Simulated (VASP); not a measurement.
A run of VASP 6.6.1:

INCAR

```
SYSTEM = Gd
  PREC = Accurate
  ENCUT = 520
  EDIFF = 1E-6
  ISMEAR = -1
  SIGMA = 0.05
  LREAL = .FALSE.
  LASPH = .TRUE.
  NELM = 150
  ALGO = Normal
  ISIF = 2
  LWAVE = .FALSE.
  LCHARG = .FALSE.
  ISPIN = 2
  MAGMOM = 3.5
  LORBIT = 11
  NUPDOWN = 3.5
  LMAXMIX = 6
  GGA = PE
  NBANDS = 19
```

The input KPOINTS:

```
Automatic mesh
0
G
  8 8 8
  0 0 0
```

Contents of POSCAR:

```
Gd
1.0
    0.0000000000      2.5858190855      2.5858190855
    2.5858190855      0.0000000000      2.5858190855
    2.5858190855      2.5858190855      0.0000000000
Gd
1
Direct
    0.0000000000      0.0000000000      0.0000000000
```

Potentials or basis: VASP PAW PBE potentials, release 64 (Gd).

Command:

```sh
$ cat potpaw_PBE.64/Gd/POTCAR > POTCAR
$ mpirun -np 1 vasp_std > vasp.out
```

Hardware: 1 thread of Intel(R) Xeon(R) 6975P-C (Granite Rapids), with other jobs on the host.

Problem. Estimate the wall time of this run.

Solution. It took 38 s on 1 thread of Intel(R) Xeon(R) 6975P-C (Granite Rapids) (shared host), peak memory 0.19 GiB. Counts: scf iterations 23, k points 29.
